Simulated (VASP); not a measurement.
# CsSnI3 (Pm-3m) in VASP: further runs

The runs below take CsSnI3 through single point, with PBEsol.

Program: VASP 6.6.1. These are calculated values, not measurements. Logs are shortened: lines on timing, memory, paths and dates and some standing lists are left out, and cuts for length are marked.

### Step 1. The cell of the first run

Symmetry: Pm-3m, No. 221, cubic system. Conventional cell: a = 6.195 Å, b = 6.195 Å, c = 6.195 Å, α = 90.00°, β = 90.00°, γ = 90.00°. Cs (site symmetry m-3m) has 12 I at 4.38 Å and 8 Sn at 5.36 Å within 5.7 Å. Sn (site symmetry m-3m) has 6 I at 3.10 Å within 4.1 Å. Within 4.1 Å of I (site symmetry 4/mmm) lie 2 Sn at 3.10 Å.

### Step 2. Single point, PBEsol (47.55 Å³/atom)

The input, INCAR:

```
  PREC = Accurate
  ENCUT = 520
  EDIFF = 1E-7
  ISMEAR = 0
  SIGMA = 0.01
  LREAL = F
  LASPH = T
  NELM = 100
  ALGO = Normal
  ISIF = 2
  LWAVE = F
  LCHARG = F
  GGA = PS
  NBANDS = 30
```

The input, KPOINTS:

```
Automatic mesh
0
Gamma
  6 6 6
```

The input, POSCAR:

```
CsSnI3
1.0
    6.1948089498      0.0000000000      0.0000000000
    0.0000000000      6.1948089498      0.0000000000
    0.0000000000      0.0000000000      6.1948089498
Cs Sn I
1 1 3
Direct
    0.0000000000      0.0000000000      0.0000000000
    0.5000000000      0.5000000000      0.5000000000
    0.0000000000      0.5000000000      0.5000000000
    0.5000000000      0.0000000000      0.5000000000
    0.5000000000      0.5000000000      0.0000000000
```

Potentials or basis: VASP PAW PBE potentials, release 64 (Cs_sv, Sn_d, I).

Run with:

```bash
cat potpaw_PBE.64/Cs_sv/POTCAR potpaw_PBE.64/Sn_d/POTCAR potpaw_PBE.64/I/POTCAR > POTCAR
mpirun -np 1 vasp_std > vasp.out
```

OUTCAR:

```text
PREC = Accurate
   ENCUT = 520
   EDIFF = 1E-7
   ISMEAR = 0
   LREAL = F
   LASPH = T
   NELM = 100
   ISIF = 2
   GGA = PS

 ion  position               nearest neighbor table
   1  0.000  0.000  0.000-
   2  0.500  0.500  0.500-   3 3.10   4 3.10   5 3.10   5 3.10   4 3.10   3 3.10
   3  0.000  0.500  0.500-   2 3.10   2 3.10
   4  0.500  0.000  0.500-   2 3.10   2 3.10
   5  0.500  0.500  0.000-   2 3.10   2 3.10

  LATTYP: Found a simple cubic cell.
 ALAT       =     6.1948089498

  Lattice vectors:

 A1 = (   6.1948089498,   0.0000000000,   0.0000000000)
 A2 = (   0.0000000000,   6.1948089498,   0.0000000000)
 A3 = (   0.0000000000,   0.0000000000,   6.1948089498)

Analysis of symmetry for initial positions (statically):
=====================================================================
 Subroutine PRICEL returns:
 Original cell was already a primitive cell.

 Routine SETGRP: Setting up the symmetry group for a
 simple cubic supercell.

 Subroutine GETGRP returns: Found 48 space group operations
 (whereof 48 operations were pure point group operations)
 out of a pool of 48 trial point group operations.

The static configuration has the point symmetry O_h .

Analysis of symmetry for dynamics (positions and initial velocities):
=====================================================================
 Subroutine PRICEL returns:
 Original cell was already a primitive cell.

 Routine SETGRP: Setting up the symmetry group for a
 simple cubic supercell.

 Subroutine GETGRP returns: Found 48 space group operations
 (whereof 48 operations were pure point group operations)
 out of a pool of 48 trial point group operations.

The dynamic configuration has the point symmetry O_h .

 Subroutine INISYM returns: Found 48 space group operations
 (whereof 48 operations are pure point group operations),
 and found     1 'primitive' translations

----------------------------------------------------------------------------------------

                                     Primitive cell

  volume of cell :     237.7299

  direct lattice vectors                    reciprocal lattice vectors
     6.194808950  0.000000000  0.000000000     0.161425479  0.000000000  0.000000000
[... 83 lines left out ...]
   LSORBIT =      F    spin-orbit coupling
   LASPH  =      T    aspherical Exc in radial PAW
   ENCUT  =  520.0 eV  38.22 Ry    6.18 a.u.  11.52 11.52 11.52*2*pi/ulx,y,z
   NELM   =    100;   NELMIN=  2; NELMDL= -5     # of ELM steps
   EDIFF  = 0.1E-06   stopping-criterion for ELM
   LREAL  =      F    real-space projection
   EDIFFG = 0.1E-05   stopping-criterion for IOM
   NSW    =      0    number of steps for IOM
   IBRION =     -1    ionic relax: 0-MD 1-quasi-New 2-CG
   NFREE  =      0    steps in history (QN), initial steepest desc. (CG)
   ISIF   =      2    stress and relaxation
   ISYM   =      2    0-nonsym 1-usesym 2-fastsym
   POTIM  = 0.5000    time-step for ionic-motion
   TEBEG  =    0.0;   TEEND  =   0.0 temperature during run
   PSTRESS=    0.0 pullay stress
   NELECT =      44.0000    total number of electrons
   NUPDOWN=      -1.0000    fix difference up-down
   EMIN   =  10.00;   EMAX   =-10.00  energy-range for DOS
   EFERMI =   0.00;   METHOD = LEGACY
   ISMEAR =     0;   SIGMA  =   0.01  broadening in eV -4-tet -1-fermi 0-gaus
   EFERMI_NEDOS =   21; number of points for ismear=-14 and -15
   IALGO  =     38    algorithm
   IMIX   =      4    mixing-type and parameters
     AMIX     =   0.40;   BMIX     =  1.00
     AMIX_MAG =   1.60;   BMIX_MAG =  1.00
  volume/ion in A,a.u.               =      47.55       320.86
  Fermi-wavevector in a.u.,A,eV,Ry     =   0.932963  1.763045 11.842785  0.870420
  Thomas-Fermi vector in A             =   2.059615
   LORBIT       =      0    0 simple, 1 ext, 2 COOP (PROOUT), +10 PAW based schemes
   GGA     = PS    functional components
   LHFCALC =     F    Hartree Fock is set to
   AEXX    =    0.0000 exact exchange contribution
   IVDW    =     0    specifies the selected vdW correction
   LEPSILON=     F    determine dielectric tensor
   LRPA    =     F    only Hartree local field effects (RPA)
 non-spin polarized calculation
 Gauss-broadening in eV      SIGMA  =   0.01
  energy-cutoff  :      520.00
  volume of cell :      237.73
 maximum number of plane-waves:      6432
 NGX is ok and might be reduce to    48
   NGX = 23   NGY = 23   NGZ = 23

 number of electron      43.9999986 magnetization

 Free energy of the ion-electron system (eV)
  ---------------------------------------------------
  ext. energy  EPLUGINS =         0.00000000
  ---------------------------------------------------
  free energy    TOTEN  =       -15.06981187 eV

  energy without entropy =      -15.06981187  energy(sigma->0) =      -15.06981187

 E-fermi :   2.9310     XC(G=0):  -7.7111

 val. band max:        2.8433282415   @ k =   0.5000   0.5000   0.5000
 cond. band min:       3.0766259483   @ k =   0.5000   0.5000   0.5000
 fundamental gap:      0.2332977068
 Fermi energy:         2.9310281450

 k-point     1 :       0.0000    0.0000    0.0000
  band No.  band energies     occupation
      1     -19.4558      2.00000
      2     -19.1805      2.00000
      3     -19.1805      2.00000
      4     -19.1581      2.00000
      5     -19.1581      2.00000
      6     -19.1581      2.00000
[... 649 lines left out ...]
     29       6.7522      0.00000
     30       8.0010      0.00000

------------------------ aborting loop because EDIFF is reached ----------------------------------------

  FORCE on cell =-STRESS in cart. coord.  units (eV):
  Direction    XX          YY          ZZ          XY          YZ          ZX
  --------------------------------------------------------------------------------------
  -------------------------------------------------------------------------------------
  Total       -0.7105231     -0.7105231     -0.7105231     -0.0000000      0.0000000     -0.0000000
  in kB       -4.7885612     -4.7885612     -4.7885612     -0.0000000      0.0000000     -0.0000000
  external PRESSURE =      -4.7885612 kB  Pullay stress =       0.0000000 kB

 VOLUME and BASIS-vectors are now :
 -----------------------------------------------------------------------------
  energy-cutoff  :      520.00
  volume of cell :      237.73
      direct lattice vectors                 reciprocal lattice vectors
     6.194808950  0.000000000  0.000000000     0.161425479  0.000000000  0.000000000
     0.000000000  6.194808950  0.000000000     0.000000000  0.161425479  0.000000000
     0.000000000  0.000000000  6.194808950     0.000000000  0.000000000  0.161425479

 POSITION                                       TOTAL-FORCE (eV/Angst)
 -----------------------------------------------------------------------------------
      0.00000      0.00000      0.00000         0.000000      0.000000      0.000000
      3.09740      3.09740      3.09740         0.000000      0.000000      0.000000
      0.00000      3.09740      3.09740         0.000000      0.000000      0.000000
      3.09740      0.00000      3.09740         0.000000      0.000000      0.000000
      3.09740      3.09740      0.00000         0.000000      0.000000      0.000000
 -----------------------------------------------------------------------------------
    total drift:                                0.000000     -0.000000     -0.000000

  FREE ENERGIE OF THE ION-ELECTRON SYSTEM (eV)
  ---------------------------------------------------
  free  energy   TOTEN  =       -15.0698118696 eV

  energy  without entropy=      -15.0698118696  energy(sigma->0) =      -15.06981187
```

OSZICAR:

```text
N       E                     dE             d eps       ncg     rms          rms(c)
DAV:   1     0.342989101330E+03    0.34299E+03   -0.17994E+04  1200   0.133E+03
DAV:   2     0.281054774316E+02   -0.31488E+03   -0.30197E+03  1360   0.277E+02
DAV:   3    -0.135216028021E+02   -0.41627E+02   -0.41303E+02  1440   0.114E+02
DAV:   4    -0.152567903791E+02   -0.17352E+01   -0.17300E+01  1520   0.269E+01
DAV:   5    -0.153123486117E+02   -0.55558E-01   -0.55551E-01  1776   0.460E+00    0.441E+00
DAV:   6    -0.150887630659E+02    0.22359E+00   -0.35104E-01  1580   0.334E+00    0.281E+00
DAV:   7    -0.150680885994E+02    0.20674E-01   -0.25214E-01  1540   0.213E+00    0.884E-01
DAV:   8    -0.150696147257E+02   -0.15261E-02   -0.39266E-02  1410   0.130E+00    0.293E-01
DAV:   9    -0.150696086813E+02    0.60444E-05   -0.32421E-03  1540   0.437E-01    0.999E-02
DAV:  10    -0.150697739959E+02   -0.16531E-03   -0.52941E-04  1434   0.127E-01    0.337E-02
DAV:  11    -0.150698200161E+02   -0.46020E-04   -0.32172E-04  1456   0.120E-01    0.432E-02
DAV:  12    -0.150698145382E+02    0.54779E-05   -0.32609E-05  1504   0.269E-02    0.287E-02
DAV:  13    -0.150698127159E+02    0.18222E-05   -0.39164E-06  1524   0.121E-02    0.828E-03
DAV:  14    -0.150698116414E+02    0.10745E-05   -0.43735E-06  1596   0.150E-02    0.340E-03
DAV:  15    -0.150698117775E+02   -0.13605E-06   -0.39162E-07  1376   0.251E-03    0.198E-03
DAV:  16    -0.150698118696E+02   -0.92110E-07   -0.44790E-08   816   0.180E-03
   1 F= -.15069812E+02 E0= -.15069812E+02  d E =-.103323E-37
```

stdout:

```text
POSCAR found type information on POSCAR CsSnI
 POSCAR found :  3 types and       5 ions
 scaLAPACK will be used
 -----------------------------------------------------------------------------
|                                                                             |
|                                                                             |
|     You enforced a specific xc type in the INCAR file but a different       |
|     I HOPE YOU KNOW WHAT YOU ARE DOING!                                     |
|                                                                             |
 -----------------------------------------------------------------------------

 LDA part: xc-table for (Slater+PW92), standard interpolation
 POSCAR, INCAR and KPOINTS ok, starting setup
 FFT: planning ... GRIDC
 FFT: planning ... GRID_SOFT
 FFT: planning ... GRID
 WAVECAR not read
 entering main loop
```

Run time: 3.3 min. Hardware: 1 thread of Oxide Virtual Turin-like, shared host; peak memory 0.37 GiB.

Results:

```yaml
Free_energy: -15.0698 eV
Pressure: -0.5 GPa
Band_gap_on_the_k_mesh: 0.23 eV
```

Caveat: semilocal functionals underestimate gaps, and a narrow one can read as zero; the PAW data sets were made with another functional, which shifts forces and pressure a little; spin-orbit coupling is left out, which moves the levels of the heavy elements. A k mesh can miss the band edges.

### Step 3. Single point, PBEsol (48.93 Å³/atom)

This run uses another cell than the first one, of 48.93 Å³/atom.

The input, INCAR:

```
  PREC = Accurate
  ENCUT = 520
  EDIFF = 1E-7
  ISMEAR = 0
  SIGMA = 0.01
  LREAL = False
  LASPH = True
  NELM = 100
  ALGO = Normal
  ISIF = 2
  LWAVE = False
  LCHARG = False
  GGA = PS
  NBANDS = 30
```

The input, KPOINTS:

```
regular mesh
0
Gamma
  6 6 6
```

POSCAR, as its differences from that of step 2:

```diff
@@ -2,5 +2,5 @@
 1.0
-    6.1948089498      0.0000000000      0.0000000000
-    0.0000000000      6.1948089498      0.0000000000
-    0.0000000000      0.0000000000      6.1948089498
+    6.2543780747      0.0000000000      0.0000000000
+    0.0000000000      6.2543780747      0.0000000000
+    0.0000000000      0.0000000000      6.2543780747
 Cs Sn I
```

Potentials or basis: VASP PAW PBE potentials, release 64 (Cs_sv, Sn_d, I).

Run with:

```bash
cat potpaw_PBE.64/Cs_sv/POTCAR potpaw_PBE.64/Sn_d/POTCAR potpaw_PBE.64/I/POTCAR > POTCAR
mpirun -np 1 vasp_std > vasp.out
```

It took 2.9 min on 1 thread of Oxide Virtual Turin-like, shared host; peak memory 0.38 GiB.

Results (log left out):

| Property | Result |
| --- | --- |
| Free energy | -15.0403 eV |
| Pressure | -0.9 GPa |
| Band gap on the k mesh | 0.36 eV |

Levels at points of the mesh, in eV from the valence-band top:
| k point | band 20 | band 21 | band 22 | band 23 | band 24 | band 25 |
| --- | --- | --- | --- | --- | --- | --- |
| (0.00, 0.00, 0.00) | -2.04 | -2.04 | -2.04 | 2.18 | 3.19 | 3.19 |
| (0.50, 0.00, 0.00) | -2.15 | -2.15 | -1.50 | 1.13 | 3.72 | 3.91 |
| (0.50, 0.50, 0.00) | -2.39 | -1.62 | -0.74 | 0.81 | 0.81 | 3.95 |
| (0.50, 0.50, 0.50) | -1.60 | -1.60 | 0.00 | 0.36 | 0.36 | 0.36 |

Caveat: semilocal functionals underestimate gaps, and a narrow one can read as zero; the PAW data sets were made with another functional, which shifts forces and pressure a little; spin-orbit coupling is left out, which moves the levels of the heavy elements. A k mesh can miss the band edges.

### Step 4. Single point, PBEsol (50.78 Å³/atom)

This run uses another cell than the first one, of 50.78 Å³/atom.

The input, INCAR:

```
SYSTEM = CsSnI3
  ALGO = Normal
  EDIFF = 1E-6
  ENCUT = 520
  GGA = PS
  ISIF = 2
  ISMEAR = 0
  LASPH = .True.
  LCHARG = .False.
  LREAL = .False.
  LWAVE = .False.
  NBANDS = 30
  NELM = 60
  PREC = Accurate
  SIGMA = 0.01
```

The input, KPOINTS:

```
k-points
0
Gamma
  6 6 6
  0 0 0
```

POSCAR, as its differences from that of step 3:

```diff
@@ -2,5 +2,5 @@
 1.0
-    6.2543780747      0.0000000000      0.0000000000
-    0.0000000000      6.2543780747      0.0000000000
-    0.0000000000      0.0000000000      6.2543780747
+    6.3320801574      0.0000000000      0.0000000000
+    0.0000000000      6.3320801574      0.0000000000
+    0.0000000000      0.0000000000      6.3320801574
 Cs Sn I
```

Run with:

```bash
cat potpaw_PBE.64/Cs_sv/POTCAR potpaw_PBE.64/Sn_d/POTCAR potpaw_PBE.64/I/POTCAR > POTCAR
mpirun -np 1 vasp_std > vasp.out
```

Run time: 2.5 min. Hardware: 1 thread of Oxide Virtual Turin-like, shared host; peak memory 0.38 GiB.

Results (log left out):

```yaml
Free_energy: -14.9750 eV
Pressure: -1.4 GPa
Band_gap_on_the_k_mesh: 0.51 eV
```

Levels at points of the mesh, in eV from the valence-band top:
```
           k point  band 19  band 20  band 21  band 22  band 23  band 24  band 25  band 26
(0.00, 0.00, 0.00)    -1.95    -1.82    -1.82    -1.82     2.36     3.44     3.44     3.77
(0.50, 0.00, 0.00)    -2.09    -1.92    -1.92    -1.37     1.25     3.84     4.08     4.26
(0.50, 0.50, 0.00)    -2.23    -2.18    -1.42    -0.68     0.94     0.94     3.96     4.39
(0.50, 0.50, 0.50)    -1.41    -1.41    -1.41     0.00     0.51     0.51     0.51     3.24
```

Caveat: semilocal functionals underestimate gaps, and a narrow one can read as zero; the PAW data sets were made with another functional, which shifts forces and pressure a little; spin-orbit coupling is left out, which moves the levels of the heavy elements.

### Step 5. Overview

```tsv
cell	gap on the mesh (eV)	pressure (GPa)
a = 6.195 Å, 5 atoms	0.23	-0.5
a = 6.254 Å, 5 atoms	0.36	-0.9
a = 6.332 Å, 5 atoms	0.51	-1.4
```

Alike in all rows: task single point; level PBEsol; potentials or basis VASP PAW PBE potentials, release 64 (Cs_sv, Sn_d, I); no spin polarisation; k mesh 6 × 6 × 6; cutoff (eV) 520; smearing gaussian 0.01 eV.

Caveats: semilocal functionals underestimate gaps, and a narrow one can read as zero; the PAW data sets were made with another functional, which shifts forces and pressure a little; spin-orbit coupling is left out, which moves the levels of the heavy elements.

Absolute energies hang on the potentials; compare differences alone.
